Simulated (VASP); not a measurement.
Write the native input for VASP 6.6.1 that does the following.

- Task: single point
- Functional: PBEsol
- Potentials or basis: VASP PAW PBE potentials, release 64 (Mg, O)
- Cutoff: 520 eV
- k mesh: 10 × 10 × 10
- Occupations: gaussian, width 0.05 eV
- Spin: no spin polarisation
- Dipole correction: no
- Further INCAR settings: ALGO = Normal; EDIFF = 1e-07; NBANDS = 11

The structure of MgO lies in POSCAR:

```
MgO
1.0
    0.0000000000      2.1071057205      2.2124610065
    2.1071057205      0.0000000000      2.2124610065
    2.1071057205      2.1071057205      0.0000000000
Mg O
1 1
Direct
    0.0000000000      0.0000000000      0.0000000000
    0.5000000000      0.5000000000      0.5000000000
```

This cell differs from its parent crystal: strain +0.000 along x and y, +0.050 along z.

These files were run (other wordings do the same):

INCAR

```
PREC = Accurate
ENCUT = 520
EDIFF = 1E-7
ISMEAR = 0
SIGMA = 0.05
LREAL = F
LASPH = T
NELM = 60
ALGO = Normal
ISIF = 2
LWAVE = F
LCHARG = T
GGA = PS
LELF = T
LVHAR = T
NBANDS = 11
```

KPOINTS

```
Automatic mesh
0
Gamma
  10 10 10
```

Potentials or basis: VASP PAW PBE potentials, release 64 (Mg, O).

Launch:

```console
$ cat potpaw_PBE.64/Mg/POTCAR potpaw_PBE.64/O/POTCAR > POTCAR
$ mpirun -np 1 vasp_std > vasp.out
```

It gave:

```json
{
  "Pressure": "-6.8 GPa",
  "Band gap on the k mesh": "4.09 eV, direct"
}
```

Caveat: the cell differs from its parent crystal (strain +0.000 along x and y, +0.050 along z); the PAW data sets were made with another functional, which shifts forces and pressure a little.

Run time: 32 s on 1 thread of Intel Xeon 6975P-C, with other jobs on the host, peak memory 0.15 GiB.
